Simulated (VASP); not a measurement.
Set up this calculation in VASP 6.6.1, as the native input.

```yaml
Task: electric field gradients
Functional: LDA
Potentials_or_basis: VASP PAW LDA potentials, release 64 (Ta_pv, N)
Cutoff: 520 eV
k_mesh: 12 × 12 × 10
Occupations: fermi-dirac, width 0.02 eV
Spin: no spin polarisation
Dipole_correction: no
Further_INCAR_settings: ALGO = Normal; EDIFF = 1e-08; NBANDS = 15
```

The structure of TaN lies in POSCAR:

```
TaN
1.0
    2.9086188698      0.0000000000      0.0000000000
   -1.4543094349      2.5189378312      0.0000000000
    0.0000000000      0.0000000000      2.8830000000
Ta N
1 1
Direct
    0.3333333333      0.6666666667      0.5000000000
    0.0000000000      0.0000000000      0.0000000000
```

This cell differs from its parent crystal: equal xx and yy strain of -1 %.

One way to write it, as run:

INCAR

```
SYSTEM = TaN
ALGO = Normal
EDIFF = 1E-8
ENCUT = 520
ISIF = 2
ISMEAR = -1
LASPH = .TRUE.
LCHARG = .FALSE.
LEFG = .TRUE.
LREAL = .FALSE.
LWAVE = .FALSE.
NBANDS = 15
NELM = 60
PREC = Accurate
SIGMA = 0.02
```

KPOINTS

```
k-points
0
G
  12 12 10
  0 0 0
```

Potentials or basis: VASP PAW LDA potentials, release 64 (Ta_pv, N).

Launch:

```bash
$ cat potpaw_LDA.64/Ta_pv/POTCAR potpaw_LDA.64/N/POTCAR > POTCAR
$ mpirun -np 1 vasp_std > vasp.out
```

It gave:

```json
{"Pressure": "-3.0 GPa", "Band gap on the k mesh": "zero (band 8 reaches 8.70 eV, above the bottom of band 9 at 8.19 eV)"}
```

Caveat: the cell differs from its parent crystal (equal xx and yy strain of -1 %); without QUAD_EFG the Cq values of the log hold for a quadrupole moment of 1 mb, not for the nuclei; spin-orbit coupling is left out, which moves the levels of the heavy elements.

It used 18 s of CPU time on 1 thread of Intel Xeon 6975P-C, with other jobs on the host.
